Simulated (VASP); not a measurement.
# BN in VASP: further runs, part 2 of 2

VASP 6.6.1. The steps go on from the part before.

### 3 Single point, r2SCAN (uniaxial z strain +2.0%)

POSCAR

```
BN
1.0
    0.0000000000      1.8048254650      1.8409219743
    1.8048254650      0.0000000000      1.8409219743
    1.8048254650      1.8048254650      0.0000000000
B N
1 1
Direct
    0.0000000000      0.0000000000      0.0000000000
    0.2500000000      0.2500000000      0.2500000000
```

INCAR.step1

```
PREC     = Accurate       # precision mode
ENCUT    = 1460           # plane-wave cutoff, eV
ISMEAR   = 0              # smearing method
SIGMA    = 0.01           # smearing width, eV
LREAL    = F              # projectors in reciprocal space
LASPH    = T              # aspherical terms in the spheres
NELM     = 120            # most SCF steps
NBANDS   = 11             # bands
GGA      = PE             # functional
ALGO     = Normal         # electronic algorithm
EDIFF    = 1E-5           # SCF threshold, eV
LWAVE    = T              # write WAVECAR
LCHARG   = F              # write CHGCAR
GGA_COMPAT= F
```

INCAR.step2

```
PREC     = Accurate       # precision mode
ENCUT    = 1460           # plane-wave cutoff, eV
EDIFF    = 1E-6           # SCF threshold, eV
ISMEAR   = 0              # smearing method
SIGMA    = 0.01           # smearing width, eV
LREAL    = F              # projectors in reciprocal space
LASPH    = T              # aspherical terms in the spheres
NELM     = 120            # most SCF steps
ALGO     = Normal         # electronic algorithm
ISIF     = 2              # what is computed and relaxed
LWAVE    = F              # write WAVECAR
LCHARG   = F              # write CHGCAR
METAGGA  = R2SCAN         # meta-GGA
LMIXTAU  = T            
NBANDS   = 11             # bands
ISTART   = 1            
GGA_COMPAT= F
```

KPOINTS

```
Automatic mesh
0
Gamma
  12 12 12
```

Potentials or basis: VASP PAW PBE potentials, release 64 (B_h, N_h).

The run is started by

```
cat potpaw_PBE.64/B_h/POTCAR potpaw_PBE.64/N_h/POTCAR > POTCAR
cp INCAR.step1 INCAR
mpirun -np 1 vasp_std > vasp.out
cp INCAR.step2 INCAR
mpirun -np 1 vasp_std > vasp.out
```

OUTCAR:

```text
PREC = Accurate
   ENCUT = 1460
   EDIFF = 1E-6
   ISMEAR = 0
   LREAL = F
   LASPH = T
   NELM = 120
   ISIF = 2
   METAGGA = R2SCAN
   ISTART = 1

 ion  position               nearest neighbor table
   1  0.000  0.000  0.000-
   2  0.250  0.250  0.250-

  LATTYP: Found a body centered tetragonal cell.
 ALAT       =     2.5524086503
 C/A-ratio  =     1.4424978336
[... 520 lines left out ...]
      9      31.0496      0.00000
     10      35.1054      0.00000
     11      36.6056      0.00000

 [... further k-points ...]

------------------------ aborting loop because EDIFF is reached ----------------------------------------

  FORCE on cell =-STRESS in cart. coord.  units (eV):
  Direction    XX          YY          ZZ          XY          YZ          ZX
  --------------------------------------------------------------------------------------
  -------------------------------------------------------------------------------------
  Total       -0.2671764     -0.2671764     -1.2377814      0.0000000      0.0000000      0.0000000
  in kB      -35.6921585    -35.6921585   -165.3555367      0.0000000      0.0000000      0.0000000
  external PRESSURE =     -78.9132846 kB  Pullay stress =       0.0000000 kB

 VOLUME and BASIS-vectors are now :
 -----------------------------------------------------------------------------
  energy-cutoff  :     1460.00
  volume of cell :       11.99
      direct lattice vectors                 reciprocal lattice vectors
     0.000000000  1.804825465  1.840921974    -0.277035098  0.277035098  0.271603037
     1.804825465  0.000000000  1.840921974     0.277035098 -0.277035098  0.271603037
     1.804825465  1.804825465  0.000000000     0.277035098  0.277035098 -0.271603037

 POSITION                                       TOTAL-FORCE (eV/Angst)
 -----------------------------------------------------------------------------------
      0.00000      0.00000      0.00000         0.000000      0.000000      0.000000
      0.90241      0.90241      0.92046        -0.000000     -0.000000     -0.000000
 -----------------------------------------------------------------------------------
    total drift:                               -0.000000     -0.000000     -0.000000

  FREE ENERGIE OF THE ION-ELECTRON SYSTEM (eV)
  ---------------------------------------------------
  free  energy   TOTEN  =       -19.1918284369 eV

  energy  without entropy=      -19.1918284369  energy(sigma->0) =      -19.19182844
```

Wall time 2 min (1 thread of Intel Xeon Platinum 8488C (Sapphire Rapids), shared host); peak memory 0.24 GiB.

Results:

```
Free energy            : -19.1918 eV
Pressure               : -7.9 GPa
Band gap on the k mesh : 4.79 eV (least direct gap 9.36 eV)
```

Levels at points of the mesh, in eV from the valence-band top:
| k point | band 2 | band 3 | band 4 | band 5 | band 6 | band 7 |
| --- | --- | --- | --- | --- | --- | --- |
| (0.00, 0.00, 0.00) | -0.20 | 0.00 | 0.00 | 9.36 | 9.36 | 9.50 |
| (0.50, 0.00, 0.00) | -11.00 | -2.21 | -1.89 | 10.36 | 11.37 | 11.45 |
| (0.50, 0.50, 0.00) | -9.47 | -4.89 | -4.89 | 5.14 | 9.98 | 18.93 |
| (0.50, 0.00, 0.50) | -9.18 | -5.17 | -5.16 | 4.79 | 9.50 | 18.81 |

Caveat: the cell differs from its parent crystal (uniaxial z strain +2.0%); the stress differs along the axes, from -17 to -4 GPa; the PAW data sets were made with another functional, which shifts forces and pressure a little. A k mesh can miss the band edges.

### 4 Single point, HSE06

This run uses another cell than the first one, of 5.88 Å³/atom.

POSCAR

```
BN
1.0
    0.0000000000      1.8048254650      1.8048254650
    1.8048254650      0.0000000000      1.8048254650
    1.8048254650      1.8048254650      0.0000000000
B N
1 1
Direct
    0.0000000000      0.0000000000      0.0000000000
    0.2500000000      0.2500000000      0.2500000000
```

INCAR.step1

```
  PREC = Accurate
  ENCUT = 520
  EDIFF = 1E-5
  ISMEAR = 0
  SIGMA = 0.01
  LREAL = False
  LASPH = True
  NELM = 60
  ALGO = Normal
  ISIF = 2
  LWAVE = True
  LCHARG = False
  GGA = PE
  NBANDS = 11
```

INCAR.step2

```
  PREC = Accurate
  ENCUT = 520
  EDIFF = 1E-6
  ISMEAR = 0
  SIGMA = 0.01
  LREAL = False
  LASPH = True
  NELM = 60
  ALGO = Normal
  ISIF = 2
  LWAVE = False
  LCHARG = False
  GGA = PE
  LHFCALC = True
  HFSCREEN = 0.2079
  PRECFOCK = Normal
  ISTART = 1
  NBANDS = 11
```

KPOINTS

```
regular mesh
0
Gamma
  8 8 8
```

Potentials or basis: VASP PAW PBE potentials, release 64 (B, N).

The run is started by

```
cat potpaw_PBE.64/B/POTCAR potpaw_PBE.64/N/POTCAR > POTCAR
cp INCAR.step1 INCAR
mpirun -np 1 vasp_std > vasp.out
cp INCAR.step2 INCAR
mpirun -np 1 vasp_std > vasp.out
```

Wall time 7.4 min (1 thread of Intel Xeon Platinum 8488C (Sapphire Rapids), shared host); peak memory 0.23 GiB.

Results (log left out):

```yaml
Free_energy: -20.3273 eV
Pressure: -3.9 GPa
Band_gap_on_the_k_mesh: 5.78 eV (least direct gap 10.57 eV)
```

Levels at points of the mesh, in eV from the valence-band top:
| k point | band 1 | band 2 | band 3 | band 4 | band 5 | band 6 | band 7 | band 8 | band 9 |
| --- | --- | --- | --- | --- | --- | --- | --- | --- | --- |
| (0.00, 0.00, 0.00) | -22.16 | 0.00 | 0.00 | 0.00 | 10.57 | 10.57 | 10.57 | 12.20 | 26.82 |
| (0.50, 0.00, 0.00) | -17.61 | -11.67 | -2.11 | -2.11 | 11.90 | 12.54 | 12.54 | 17.42 | 25.63 |
| (0.50, 0.50, 0.00) | -16.12 | -9.80 | -5.34 | -5.34 | 5.78 | 10.76 | 20.53 | 20.53 | 23.32 |

Caveat: the cell stands under tension; the PAW data sets were made with another functional, which shifts forces and pressure a little. A k mesh can miss the band edges.

### 5 The runs side by side

```tsv
level	potentials or basis	cell	k mesh	cutoff (eV)	grid for exact exchange (PRECFOCK)	share of exact exchange	screening parameter	gap on the mesh (eV)	pressure (GPa)
HSE06	VASP PAW PBE potentials, release 64 (B, N)	a = 2.514, b = 2.514, c = 2.552 Å, angles 59.5, 59.5, 61.0°, 2 atoms	8 × 8 × 8	520	Normal	0.25	0.2079 1/Å	5.26	8.6
r2SCAN	VASP PAW PBE potentials, release 64 (B_h, N_h)	a = 2.578, b = 2.578, c = 2.552 Å, angles 60.3, 60.3, 59.3°, 2 atoms	12 × 12 × 12	1460	-	-	-	4.79	-7.9
HSE06	VASP PAW PBE potentials, release 64 (B, N)	a = 2.552 Å, angles 60.0°, 2 atoms	8 × 8 × 8	520	Normal	0.25	0.2079 1/Å	5.78	-3.9
```

Alike in all rows: task single point; no spin polarisation; smearing gaussian 0.01 eV.

Caveats: the PAW data sets were made with another functional, which shifts forces and pressure a little; the stress differs along the axes, from 2 to 22 GPa (at least some runs); the stress differs along the axes, from -17 to -4 GPa (at least some runs); the cell stands under tension (at least some runs).

Absolute energies hang on the potentials; compare differences alone.
